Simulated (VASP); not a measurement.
Ge, 2 atoms in the cell. The structure is trigonal, space group R-3m (No. 166). The conventional cell has a = 3.568 Å, b = 3.568 Å, c = 12.322 Å, α = 90.00°, β = 90.00°, γ = 120.00°. Ge (site symmetry 3m) has 3 Ge at 2.30 Å within 3.0 Å.  This cell differs from its parent crystal: ratio of the length along [111] to the lengths across it x 1.41, volume and fractional coordinates fixed.

| Property | Result |
| --- | --- |
| Program | VASP 6.6.1 |
| Task | single point |
| Functional | PBEsol |
| Potentials or basis | VASP PAW PBE potentials, release 64 (Ge_d) |
| Cutoff | 520 eV |
| k mesh | 16 × 16 × 16 |
| Occupations | gaussian, width 0.15 eV |
| Spin | no spin polarisation |
| Dipole correction | no |
| Further INCAR settings | ALGO = Normal; EDIFF = 1e-06; NBANDS = 21 |

Potentials or basis: VASP PAW PBE potentials, release 64 (Ge_d).

Command:

```bash
$ cat potpaw_PBE.64/Ge_d/POTCAR > POTCAR
$ mpirun -np 1 vasp_std > vasp.out
```

Hardware: 1 thread of Intel Xeon 6975P-C, on a shared host.

Q: Estimate the wall time of this run.

A: Wall time 7.8 min on 1 thread of Intel Xeon 6975P-C (shared host), peak memory 0.44 GiB. Counts: scf iterations 12, k points 417.
